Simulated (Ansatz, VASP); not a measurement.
## LiTa4O in VASP and in Ansatz

```
Li Ta O
1.0
     0.00000    3.85349    3.85349
     3.85349    0.00000    3.85349
     3.85349    3.85349    0.00000
Li Ta O
1 4 1
Direct
  0.00000 0.00000 0.00000
  0.88365 0.37212 0.37212
  0.37212 0.37212 0.37212
  0.37212 0.88365 0.37212
  0.37212 0.37212 0.88365
  0.75000 0.75000 0.75000
```

Change from the starting cell: species swapped into the CeYAl4 type (F-43m, No. 216).

Alike in both runs: functional PBE; k mesh 4 × 4 × 4; occupations gaussian, width 0.1 eV; no spin polarisation.

Ansatz relaxed the structure, and its values are those at the end. VASP's run is a single point on that final structure, the one shown.

```csv
,VASP,Ansatz
version,VASP 6.6.1,Ansatz 0.2.0
potentials or method,"VASP PAW PBE potentials, release 64 (Li_sv, Ta_pv, O), cutoff 520 eV","scalar-relativistic, plane waves, PAW"
valence electrons in the cell,53,61
```

|  | VASP | Ansatz | Ansatz less VASP |
| --- | --- | --- | --- |
| gap on the k mesh at the Fermi level (eV) | none | none | - |
| rms of the force components (eV/Å) | 0.005 | 0.000 | -0.0046 |

A gap of «none» marks a metal or a gap that the smearing closes. VASP's potentials hold 53 valence electrons a cell and Ansatz's 61, so a difference there can come from the potentials and not from the codes.

Neither program's run includes spin-orbit coupling. Noted on VASP's run: the cutoff is under 1.25 times that of the potentials, so the pressure is a little rough.
